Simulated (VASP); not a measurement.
## Al2O3: relaxation of cell and atoms with r2SCAN+rVV10

Al2O3:

```
CELL_PARAMETERS angstrom
2.38682 1.37803 4.33811
-2.38682 1.37803 4.33811
0.00000 -2.75606 4.33811
ATOMIC_POSITIONS crystal
Al 0.85208 0.85208 0.85208
Al 0.35208 0.35208 0.35208
Al 0.14792 0.14792 0.14792
Al 0.64792 0.64792 0.64792
O 0.44414 0.05586 0.75000
O 0.05586 0.75000 0.44414
O 0.55586 0.94414 0.25000
O 0.25000 0.55586 0.94414
O 0.94414 0.25000 0.55586
O 0.75000 0.44414 0.05586
```

| Quantity | Value |
| --- | --- |
| Program | VASP 6.6.1 |
| Task | relaxation of cell and atoms |
| Functional | r2SCAN |
| Dispersion | rVV10 |
| Potentials or basis | VASP PAW PBE potentials, release 64 (Al, O) |
| Cutoff | 600 eV |
| k mesh | 6 × 6 × 6 |
| Occupations | fermi-dirac, width 0.03 eV |
| Spin | no spin polarisation |
| Dipole correction | no |
| Further INCAR settings | ALGO = Normal; EDIFF = 1e-07; IBRION = 2; EDIFFG = -0.01; NSW = 100; ISIF = 3 |

| Property | Result |
| --- | --- |
| Relaxed volume | 8.43 Å³/atom |
| Relaxed cell | a = 5.114 Å, b = 5.114 Å, c = 5.114 Å, α = 55.32°, β = 55.32°, γ = 55.32° |
| Space group after relaxing (to 0.1 Å) | R-3c (No. 167) |
| Energy gained by relaxing | 1.7 meV/atom |
| Ionic steps | 5 |
| Pressure after relaxing | 0.0 GPa |
| Largest force after relaxing | 0.010 eV/Å |
| Band gap on the k mesh | 7.20 eV |

Forces in eV/Å, atoms in the order of the input:
```
Al   0.000  0.000 -0.010
Al   0.000  0.000 -0.010
Al   0.000  0.000  0.010
Al   0.000  0.000  0.010
O    0.000  0.000  0.000
O    0.000  0.000  0.000
O    0.000  0.000  0.000
O    0.000  0.000  0.000
O    0.000  0.000  0.000
O    0.000  0.000  0.000
```

Stress tensor (GPa, compression positive):
```
-0.05  0.00  0.00
 0.00 -0.05  0.00
 0.00  0.00  0.11
```

The path:
```
step  energy change (eV)  largest force (eV/Å)  pressure (GPa)  volume (Å³)
   1              0.0000                0.0267           -3.85        85.61
   2             -0.0017                0.0371            3.99        83.09
   3             -0.0164                0.0321            0.10        84.29
   4             -0.0164                0.0320            0.02        84.32
   5             -0.0166                0.0100            0.01        84.32
```

Final structure:
```yaml
crystal:
  lattice:
    - [2.37434, 1.37082, 4.31751]
    - [-2.37434, 1.37082, 4.31751]
    - [0.00000, -2.74165, 4.31751]
  atoms:
    - { symbol: Al, position: [0.85194, 0.85194, 0.85194] }
    - { symbol: Al, position: [0.35194, 0.35194, 0.35194] }
    - { symbol: Al, position: [0.14806, 0.14806, 0.14806] }
    - { symbol: Al, position: [0.64806, 0.64806, 0.64806] }
    - { symbol: O, position: [0.44371, 0.05629, 0.75000] }
    - { symbol: O, position: [0.05629, 0.75000, 0.44371] }
    - { symbol: O, position: [0.55629, 0.94371, 0.25000] }
    - { symbol: O, position: [0.25000, 0.55629, 0.94371] }
    - { symbol: O, position: [0.94371, 0.25000, 0.55629] }
    - { symbol: O, position: [0.75000, 0.44371, 0.05629] }
```

Levels at points of the mesh, in eV from the valence-band top:
| k point | band 21 | band 22 | band 23 | band 24 | band 25 | band 26 | band 27 | band 28 |
| --- | --- | --- | --- | --- | --- | --- | --- | --- |
| (0.00, 0.00, 0.00) | -0.54 | -0.06 | -0.06 | 0.00 | 7.20 | 10.12 | 12.03 | 12.63 |
| (0.50, 0.00, 0.00) | -0.95 | -0.95 | -0.30 | -0.30 | 10.45 | 10.45 | 10.77 | 10.77 |
| (0.50, 0.50, 0.00) | -1.07 | -0.94 | -0.79 | -0.28 | 10.55 | 10.85 | 10.92 | 11.49 |
| (0.50, 0.50, 0.50) | -0.41 | -0.41 | -0.41 | -0.41 | 9.66 | 9.66 | 12.18 | 12.18 |

Wall time 41 min on 1 thread of Intel(R) Xeon(R) Platinum 8259CL CPU @ 2.50GHz (Skylake/Cascade Lake), with other jobs on the host, peak memory 0.6 GiB.

Caveat: the PAW data sets were made with another functional, which shifts forces and pressure a little. A k mesh can miss the band edges.
